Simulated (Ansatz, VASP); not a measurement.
## One calculation of Ge2Se3, two programs

```
Ge Se
1.0
     3.36419    1.94232    6.12641
    -3.36419    1.94232    6.12641
     0.00000   -3.88463    6.12641
Ge Se
4 6
Direct
  0.84405 0.84405 0.84405
  0.65595 0.65595 0.65595
  0.15595 0.15595 0.15595
  0.34405 0.34405 0.34405
  0.06136 0.43864 0.75000
  0.75000 0.06136 0.43864
  0.43864 0.75000 0.06136
  0.93864 0.56136 0.25000
  0.25000 0.93864 0.56136
  0.56136 0.25000 0.93864
```

Alike in both runs: functional PBE; k mesh 6 × 6 × 6; occupations gaussian, width 0.1 eV; no spin polarisation.

Ansatz relaxed the structure, and its values are those at the end. VASP's run is a single point on that final structure, the one shown.

```csv
,VASP,Ansatz
version,VASP 6.6.1,Ansatz 0.2.0
potentials or method,"VASP PAW PBE potentials, release 64 (Ge_d, Se), cutoff 520 eV","scalar-relativistic, plane waves, PAW"
valence electrons in the cell,92,152
```

```tsv
	VASP	Ansatz	Ansatz less VASP
gap on the k mesh at the Fermi level (eV)	none	none	-
pressure (GPa)	0.1	0.0	-0.05
```

A gap of «none» marks a metal or a gap that the smearing closes. VASP's potentials hold 92 valence electrons a cell and Ansatz's 152, so a difference there can come from the potentials and not from the codes.
